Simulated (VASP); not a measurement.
Input of a VASP 6.6.1 run:

The input INCAR:

```
SYSTEM = Ru
  ALGO = Normal
  EDIFF = 1E-6
  EDIFFG = -0.02
  ENCUT = 600
  GGA = CA
  IBRION = 2
  ISIF = 3
  ISMEAR = -1
  LASPH = .True.
  LCHARG = .False.
  LREAL = .False.
  LWAVE = .False.
  NELM = 60
  NSW = 80
  PREC = Accurate
  PSTRESS = 50.0
  SIGMA = 0.1
```

The input KPOINTS:

```
k-points
0
Gamma
  10 10 10
  0 0 0
```

POSCAR

```
Ru
1.0
    1.5050000000      1.5050000000      1.5050000000
   -1.5050000000      1.5050000000      1.5050000000
   -1.5050000000     -1.5050000000      1.5050000000
Ru
1
Direct
    0.0000000000      0.0000000000      0.0000000000
```

Potentials or basis: VASP PAW LDA potentials, release 64 (Ru_pv).

Command:

```bash
$ cat potpaw_LDA.64/Ru_pv/POTCAR > POTCAR
$ mpirun -np 1 vasp_std > vasp.out
```

**Question.** Estimate the relaxed cell.

**Answer.** a = 2.589 Å, b = 2.589 Å, c = 2.589 Å, α = 70.53°, β = 109.47°, γ = 70.53°.

**Question.** What does it give for the space group after relaxing (to 0.05 Å)?

**Answer.** Im-3m (No. 229).

**Question.** Estimate the relaxed volume.

**Answer.** 13.36 Å³/atom.

The path:
```tsv
step	energy change (eV)	largest force (eV/Å)	pressure (GPa)	volume (Å³)
1	0.0000	0.0000	-2.11	13.64
2	0.1014	0.0000	33.08	12.48
3	0.0022	0.0000	4.77	13.36
```

Caveat: the cell is relaxed towards a set pressure, so the enthalpy falls and the energy may rise.
